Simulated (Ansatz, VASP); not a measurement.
## Mo in VASP and in Ansatz

```xyz
2
Lattice="2.7316 0.0000 0.0000 -1.3658 2.3656 0.0000 0.0000 0.0000 4.8203" Properties=species:S:1:pos:R:3 pbc="T T T"
Mo    0.0000    1.5771    1.2051
Mo    1.3658    0.7885    3.6152
```

Alike in both runs: task relaxation of cell and atoms; functional PBEsol; k mesh 18 × 18 × 10; occupations gaussian, width 0.1 eV; no spin polarisation.

|  | VASP | Ansatz |
| --- | --- | --- |
| version | VASP 6.6.1 | Ansatz 0.2.0 |
| potentials or method | VASP PAW PBE potentials, release 64 (Mo_sv), cutoff 600 eV | scalar-relativistic, plane waves, PAW |
| valence electrons in the cell | 28 | 28 |

```csv
,VASP,Ansatz,Ansatz less VASP
"gap on the k mesh at the Fermi level, each at its own relaxed structure (eV)",none,none,-
relaxed volume (Å³/atom),15.64,15.62,-0.022
relaxed cell length with the largest relative difference (Å),2.732,2.730,-0.0014
```

VASP's potentials were made for PBE, not for PBEsol. A gap of «none» marks a metal or a gap that the smearing closes.
